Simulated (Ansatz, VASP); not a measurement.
**One calculation of BeSn3, two programs**

```
Be Sn
1.0
     4.56713    0.00000    0.00000
     0.00000    4.56713    0.00000
     0.00000    0.00000    4.56713
Be Sn
1 3
Direct
  0.00000 0.00000 0.00000
  0.00000 0.50000 0.50000
  0.50000 0.00000 0.50000
  0.50000 0.50000 0.00000
```

Alike in both runs: functional PBE; k mesh 10 × 10 × 10; occupations gaussian, width 0.1 eV; no spin polarisation.

Ansatz relaxed the structure, and its values are those at the end. VASP's run is a single point on that final structure, the one shown.

|  | VASP | Ansatz |
| --- | --- | --- |
| version | VASP 6.6.1 | Ansatz 0.2.0 |
| potentials or method | VASP PAW PBE potentials, release 64 (Be, Sn_d), cutoff 520 eV | scalar-relativistic, plane waves, PAW |
| valence electrons in the cell | 44 | 44 |

|  | VASP | Ansatz | Ansatz less VASP |
| --- | --- | --- | --- |
| gap on the k mesh at the Fermi level (eV) | none | none | - |
| pressure (GPa) | 0.0 | 0.0 | +0.05 |

A gap of «none» marks a metal or a gap that the smearing closes.
